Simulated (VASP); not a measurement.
# Ga2O3 (P1) in VASP: single point with r2SCAN

Aim: the single point of Ga2O3 with r2SCAN.

All numbers are computed with VASP 6.6.1; they aren't measurements. Logs are shortened: lines on timing, memory, paths and dates and some standing lists are left out, and cuts for length are marked.

### 1 The cell of the first run

The typed cell holds 10 atoms: a = 6.313 Å, b = 6.313 Å, c = 5.808 Å, α = 103.39°, β = 103.39°, γ = 27.85°.

### 2 Single point, r2SCAN (all Ga atoms moved +0.087 Å, as atom 1 along Cartesian [1 1 1])

POSCAR reads:

```
Ga2O3
1.0
    6.1278415757     -1.5195305764      0.0025325578
    6.1278415757      1.5195305764      0.0025325578
   -1.3883852660      0.0000000000      5.6399772456
Ga O
4 6
Direct
    0.0790342351      0.1122801265      0.8037413802
    0.8979922875      0.9312381789      0.2141637038
    0.6472411365      0.6804870279      0.3234291996
    0.3297853861      0.3630312775      0.6944758844
    0.1642143310      0.1642143310      0.1091577328
    0.8357856690      0.8357856690      0.8908422672
    0.1733419983      0.1733419983      0.5635248269
    0.8266580017      0.8266580017      0.4364751731
    0.4962851429      0.4962851429      0.2562373610
    0.5037148571      0.5037148571      0.7437626390
```

INCAR.step1 reads:

```
PREC = Accurate
ENCUT = 520
ISMEAR = 0
SIGMA = 0.05
LREAL = False
LASPH = True
NELM = 60
NBANDS = 55
GGA = PE
ALGO = Normal
EDIFF = 1E-4
LWAVE = True
LCHARG = False
KPAR = 4
```

INCAR.step2 reads:

```
PREC = Accurate
ENCUT = 520
EDIFF = 1E-7
ISMEAR = 0
SIGMA = 0.05
LREAL = False
LASPH = True
NELM = 60
ALGO = Normal
ISIF = 2
LWAVE = False
LCHARG = False
METAGGA = R2SCAN
LMIXTAU = True
NBANDS = 55
ISTART = 1
KPAR = 4
```

KPOINTS reads:

```
Automatic mesh
0
Gamma
  8 8 4
```

Potentials or basis: VASP PAW PBE potentials, release 64 (Ga_d, O).

On the command line:

```sh
> cat potpaw_PBE.64/Ga_d/POTCAR potpaw_PBE.64/O/POTCAR > POTCAR
> cp INCAR.step1 INCAR
> mpirun -np 4 vasp_std > vasp.out
> cp INCAR.step2 INCAR
> mpirun -np 4 vasp_std > vasp.out
```

OUTCAR:

```text
PREC = Accurate
   ENCUT = 520
   EDIFF = 1E-7
   ISMEAR = 0
   LREAL = False
   LASPH = True
   NELM = 60
   ISIF = 2
   METAGGA = R2SCAN
   ISTART = 1

 ion  position               nearest neighbor table
   1  0.079  0.112  0.804-   5 1.77  10 1.83   7 1.87  10 1.92
   2  0.898  0.931  0.214-   9 1.76   9 1.85   8 1.87   6 1.90
   3  0.647  0.680  0.323-   5 1.93   8 1.95   9 2.00   5 2.00   7 2.01   7 2.08
   4  0.330  0.363  0.694-  10 1.88   6 1.88   6 1.96   8 2.07   7 2.08   8 2.14
   5  0.164  0.164  0.109-   1 1.77   3 1.93   3 2.00
   6  0.836  0.836  0.891-   4 1.88   2 1.90   4 1.96
   7  0.173  0.173  0.564-   1 1.87   3 2.01   4 2.08   3 2.08
   8  0.827  0.827  0.436-   2 1.87   3 1.95   4 2.07   4 2.14
   9  0.496  0.496  0.256-   2 1.76   2 1.85   3 2.00
  10  0.504  0.504  0.744-   1 1.83   4 1.88   1 1.92

  LATTYP: Found a base centered monoclinic cell.
 ALAT       =    12.2556841981
 B/A-ratio  =     0.2479715619
 C/A-ratio  =     0.4739313001
 COS(beta)  =    -0.2386312219

  Lattice vectors:

 A1 = (   6.1278415757,  -1.5195305764,   0.0025325578)
 A2 = (   6.1278415757,   1.5195305764,   0.0025325578)
 A3 = (  -1.3883852660,   0.0000000000,   5.6399772456)

Analysis of symmetry for initial positions (statically):
=====================================================================
 Subroutine PRICEL returns:
 Original cell was already a primitive cell.

 Routine SETGRP: Setting up the symmetry group for a
 base centered monoclinic supercell.

 Subroutine GETGRP returns: Found  1 space group operations
 (whereof  1 operations were pure point group operations)
 out of a pool of  4 trial point group operations.

The static configuration has the point symmetry C_1 .

Analysis of symmetry for dynamics (positions and initial velocities):
=====================================================================
 Subroutine PRICEL returns:
 Original cell was already a primitive cell.

 Routine SETGRP: Setting up the symmetry group for a
 base centered monoclinic supercell.

 Subroutine GETGRP returns: Found  1 space group operations
 (whereof  1 operations were pure point group operations)
 out of a pool of  4 trial point group operations.

The dynamic configuration has the point symmetry C_1 .

 Subroutine INISYM returns: Found  1 space group operations
 (whereof  1 operations are pure point group operations),
 and found     1 'primitive' translations

----------------------------------------------------------------------------------------

                                     Primitive cell

  volume of cell :     105.0433

  direct lattice vectors                    reciprocal lattice vectors
     6.127841576 -1.519530576  0.002532558     0.081586498 -0.329048989  0.020084034
     6.127841576  1.519530576  0.002532558     0.081586498  0.329048989  0.020084034
    -1.388385266  0.000000000  5.639977246    -0.000073271  0.000000000  0.177287643

  length of vectors
     6.313431869  6.313431869  5.808352346     0.339607070  0.339607070  0.177287658

  position of ions in fractional coordinates (direct lattice)
     0.079034235  0.112280127  0.803741380
     0.897992288  0.931238179  0.214163704
     0.647241136  0.680487028  0.323429200
     0.329785386  0.363031277  0.694475884
     0.164214331  0.164214331  0.109157733
     0.835785669  0.835785669  0.890842267
     0.173341998  0.173341998  0.563524827
     0.826658002  0.826658002  0.436475173
     0.496285143  0.496285143  0.256237361
     0.503714857  0.503714857  0.743762639

  ion indices of the primitive-cell ions
   primitive index   ion index
                 1           1
                 2           2
                 3           3
                 4           4
                 5           5
                 6           6
                 7           7
                 8           8
                 9           9
                10          10

----------------------------------------------------------------------------------------

 KPOINTS: Automatic mesh

Automatic generation of k-mesh.
 Grid dimensions read from file:
 generate k-points for:    8    8    4

 Generating k-lattice:

  Cartesian coordinates                     Fractional coordinates (reciprocal lattice)
     0.010198312 -0.041131124  0.002510504     0.125000000  0.000000000 -0.000000000
     0.010198312  0.041131124  0.002510504     0.000000000  0.125000000 -0.000000000
    -0.000018318  0.000000000  0.044321911     0.000000000  0.000000000  0.250000000

  Length of vectors
     0.042450884  0.042450884  0.044321915

  Shift w.r.t. Gamma in fractional coordinates (k-lattice)
     0.000000000  0.000000000  0.000000000

 Subroutine IBZKPT returns following result:
 ===========================================

 Found    132 irreducible k-points:

 Following reciprocal coordinates:
            Coordinates               Weight
  0.000000  0.000000  0.000000      1.000000
  0.125000  0.000000  0.000000      2.000000
 -0.000000 -0.125000 -0.000000      2.000000
  0.250000  0.000000  0.000000      2.000000
 -0.000000 -0.250000 -0.000000      2.000000
  0.375000  0.000000  0.000000      2.000000
[... 16 lines left out ...]
  0.375000  0.250000  0.000000      2.000000
 -0.250000 -0.375000 -0.000000      2.000000
 [... further k-points ...]
   k-points           NKPTS =    132   k-points in BZ     NKDIM =    132   number of bands    NBANDS=     55
   number of dos      NEDOS =    301   number of ions     NIONS =     10
   total plane-waves  NPLWV = 110592
   dimension x,y,z NGX =    48 NGY =   48 NGZ =   48
   dimension x,y,z NGXF=    96 NGYF=   96 NGZF=   96
   ions per type =               4   6
   NGX,Y,Z   is equivalent  to a cutoff of  12.64, 12.64, 13.74 a.u.
   NGXF,Y,Z  is equivalent  to a cutoff of  25.28, 25.28, 27.48 a.u.
 SYSTEM =  unknown system
   PREC   = accura    normal or accurate (medium, high low for compatibility)
   ISTART =      1    job   : 0-new  1-cont  2-samecut
   ICHARG =      0    charge: 1-file 2-atom 10-const
   ISPIN  =      1    spin polarized calculation?
   LNONCOLLINEAR =      F non collinear calculations
   LSORBIT =      F    spin-orbit coupling
   LASPH  =      T    aspherical Exc in radial PAW
   ENCUT  =  520.0 eV  38.22 Ry    6.18 a.u.  11.74 11.74 10.80*2*pi/ulx,y,z
   NELM   =     60;   NELMIN=  2; NELMDL=  0     # of ELM steps
   EDIFF  = 0.1E-06   stopping-criterion for ELM
   LREAL  =      F    real-space projection
   EDIFFG = 0.1E-05   stopping-criterion for IOM
   NSW    =      0    number of steps for IOM
   IBRION =     -1    ionic relax: 0-MD 1-quasi-New 2-CG
   NFREE  =      0    steps in history (QN), initial steepest desc. (CG)
   ISIF   =      2    stress and relaxation
   ISYM   =      2    0-nonsym 1-usesym 2-fastsym
   POTIM  = 0.5000    time-step for ionic-motion
   TEBEG  =    0.0;   TEEND  =   0.0 temperature during run
   PSTRESS=    0.0 pullay stress
   NELECT =      88.0000    total number of electrons
   NUPDOWN=      -1.0000    fix difference up-down
   EMIN   =  10.00;   EMAX   =-10.00  energy-range for DOS
   EFERMI =   0.00;   METHOD = LEGACY
   ISMEAR =     0;   SIGMA  =   0.05  broadening in eV -4-tet -1-fermi 0-gaus
   EFERMI_NEDOS =   21; number of points for ismear=-14 and -15
   IALGO  =     38    algorithm
   IMIX   =      4    mixing-type and parameters
     AMIX     =   0.40;   BMIX     =  1.00
     AMIX_MAG =   1.60;   BMIX_MAG =  1.00
  volume/ion in A,a.u.               =      10.50        70.89
  Fermi-wavevector in a.u.,A,eV,Ry     =   1.543285  2.916386 32.405398  2.381730
  Thomas-Fermi vector in A             =   2.648970
   LORBIT       =      0    0 simple, 1 ext, 2 COOP (PROOUT), +10 PAW based schemes
   METAGGA = R2SCAN    functional components
   LHFCALC =     F    Hartree Fock is set to
   AEXX    =    0.0000 exact exchange contribution
   IVDW    =     0    specifies the selected vdW correction
   LEPSILON=     F    determine dielectric tensor
   LRPA    =     F    only Hartree local field effects (RPA)
 non-spin polarized calculation
 Gauss-broadening in eV      SIGMA  =   0.05
  energy-cutoff  :      520.00
  volume of cell :      105.04
 maximum number of plane-waves:      2850
   NGX = 23   NGY = 23   NGZ = 21

 number of electron      88.0000018 magnetization

 Free energy of the ion-electron system (eV)
  ---------------------------------------------------
  ext. energy  EPLUGINS =         0.00000000
  ---------------------------------------------------
  free energy    TOTEN  =      -102.22441107 eV

  energy without entropy =     -102.22441107  energy(sigma->0) =     -102.22441107

 E-fermi :   3.6980     XC(G=0): -12.5112

 val. band max:        3.3925189815   @ k =  -0.3750   0.5000   0.5000
 cond. band min:       6.4074765313   @ k =   0.0000   0.0000   0.0000
 fundamental gap:      3.0149575498
 Fermi energy:         3.6979641100

 k-point     1 :       0.0000    0.0000    0.0000
  band No.  band energies     occupation
      1     -16.4465      2.00000
      2     -15.4022      2.00000
      3     -15.1849      2.00000
      4     -15.1590      2.00000
      5     -14.7592      2.00000
      6     -14.6164      2.00000
[... 47 lines left out ...]
     54      16.6675      0.00000
     55      16.9873      0.00000

 k-point     2 :       0.1250    0.0000    0.0000
  band No.  band energies     occupation
      1     -16.3293      2.00000
      2     -15.3716      2.00000
      3     -15.1838      2.00000
      4     -15.0723      2.00000
      5     -14.7608      2.00000
      6     -14.6094      2.00000
[... 47 lines left out ...]
     54      15.6765      0.00000
     55      16.0391      0.00000
[... 1216 lines left out ...]
     54      15.4512      0.00000
     55      16.5433      0.00000

 k-point    24 :      -0.2500   -0.3750   -0.0000
  band No.  band energies     occupation
      1     -16.1752      2.00000
      2     -15.6532      2.00000
      3     -15.2406      2.00000
      4     -14.9063      2.00000
      5     -14.7661      2.00000
      6     -14.6072      2.00000
[... 47 lines left out ...]
     54      15.4559      0.00000
     55      16.5445      0.00000

 [... further k-points ...]
[... 5 lines left out ...]
  --------------------------------------------------------------------------------------
  -------------------------------------------------------------------------------------
  Total        1.7484070      2.0577825      1.7736869      0.2044208      0.2030449      0.1588210
  in kB       26.6676420     31.3864039     27.0532253      3.1179350      3.0969491      2.4224234
  external PRESSURE =      28.3690904 kB  Pullay stress =       0.0000000 kB

 VOLUME and BASIS-vectors are now :
 -----------------------------------------------------------------------------
  energy-cutoff  :      520.00
  volume of cell :      105.04
      direct lattice vectors                 reciprocal lattice vectors
     6.127841576 -1.519530576  0.002532558     0.081586498 -0.329048989  0.020084034
     6.127841576  1.519530576  0.002532558     0.081586498  0.329048989  0.020084034
    -1.388385266  0.000000000  5.639977246    -0.000073271  0.000000000  0.177287643

 POSITION                                       TOTAL-FORCE (eV/Angst)
 -----------------------------------------------------------------------------------
      0.05644      0.05052      4.53357        -0.684690     -0.723101     -1.161003
     10.91189      0.05052      1.21251        -0.975347     -1.258089     -0.823527
      7.68706      0.05052      1.82750        -0.565672     -0.523364     -0.336592
      3.28127      0.05052      3.91858        -0.554677     -0.587537     -0.446082
      1.86101      0.00000      0.61648         0.265979      0.328709      1.118277
      9.00629      0.00000      5.02856         0.049261      0.531048      0.868469
      1.34204      0.00000      3.17915         0.183445      0.206827      0.154630
      9.52526      0.00000      2.46590         0.340725      0.094746      0.203084
      5.72656      0.00000      1.44769         1.081731      1.223665      0.251692
      5.14074      0.00000      4.19736         0.859246      0.707096      0.171053
 -----------------------------------------------------------------------------------
    total drift:                                0.009237      0.000477     -0.000716

  FREE ENERGIE OF THE ION-ELECTRON SYSTEM (eV)
  ---------------------------------------------------
  free  energy   TOTEN  =      -102.2244110661 eV

  energy  without entropy=     -102.2244110661  energy(sigma->0) =     -102.22441107
```

Run time: 15 min. Hardware: 4 MPI ranks of Intel Xeon Platinum 8488C (Sapphire Rapids), shared host; peak memory 0.73 GiB.

What came out:

```
Free energy            : -102.2244 eV
Pressure               : 2.8 GPa
Largest force          : 1.792 eV/Å
Band gap on the k mesh : 3.02 eV (least direct gap 3.03 eV)
```

Forces on the atoms (eV/Å):
```
Ga  -0.685 -0.723 -1.161
Ga  -0.975 -1.258 -0.824
Ga  -0.566 -0.523 -0.337
Ga  -0.555 -0.588 -0.446
O    0.266  0.329  1.118
O    0.049  0.531  0.868
O    0.183  0.207  0.155
O    0.341  0.095  0.203
O    1.082  1.224  0.252
O    0.859  0.707  0.171
```

Stress tensor (GPa, compression positive):
```
2.67 0.31 0.24
0.31 3.14 0.31
0.24 0.31 2.71
```

Caveat: the cell differs from its parent crystal (all Ga atoms moved +0.087 Å, as atom 1 along Cartesian [1 1 1]); the PAW data sets were made with another functional, which shifts forces and pressure a little. A k mesh can miss the band edges.
